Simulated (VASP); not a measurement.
Set up this calculation in VASP 6.6.1, as the native input.

- Task: single point
- Functional: PBE
- Potentials or basis: VASP PAW PBE potentials, release 64 (Os)
- Cutoff: 520 eV
- k mesh: 9 × 9 × 5
- Occupations: fermi-dirac, width 0.05 eV
- Spin: no spin polarisation
- Dipole correction: no
- Further INCAR settings: ALGO = Normal; EDIFF = 1e-06; NBANDS = 15

The structure of Os lies in POSCAR:

```
Os
1.0
    2.7341000000      0.0000000000      0.0000000000
   -1.3670500000      2.3678000565      0.0000000000
    0.0000000000      0.0000000000      4.4060940000
Os
2
Direct
    0.6666666667      0.3333333333      0.7500000000
    0.3333333333      0.6666666667      0.2500000000
```

These files were run (other wordings do the same):

INCAR

```
SYSTEM = Os
PREC     = Accurate       ! precision mode
ENCUT    = 520            ! plane-wave cutoff, eV
EDIFF    = 1E-6           ! SCF threshold, eV
ISMEAR   = -1             ! smearing method
SIGMA    = 0.05           ! smearing width, eV
LREAL    = .False.        ! projectors in reciprocal space
LASPH    = .True.         ! aspherical terms in the spheres
NELM     = 100            ! most SCF steps
ALGO     = Normal         ! electronic algorithm
ISIF     = 2              ! what is computed and relaxed
LWAVE    = .False.        ! write WAVECAR
LCHARG   = .False.        ! write CHGCAR
GGA      = PE             ! functional
NBANDS   = 15             ! bands
```

KPOINTS

```
regular mesh
0
Gamma
  9 9 5
  0 0 0
```

Potentials or basis: VASP PAW PBE potentials, release 64 (Os).

Command:

```console
$ cat potpaw_PBE.64/Os/POTCAR > POTCAR
$ mpirun -np 1 vasp_std > vasp.out
```

Results of the run:

* Pressure: -0.2 GPa
* Band gap on the k mesh: zero (band 8 reaches 11.15 eV, above the bottom of band 9 at 7.52 eV)

Caveat: spin-orbit coupling is left out, which moves the levels of the heavy elements.

Run time: 8.4 s on 1 thread of Intel(R) Xeon(R) Platinum 8488C (Sapphire Rapids), on a shared host, peak memory 0.14 GiB.
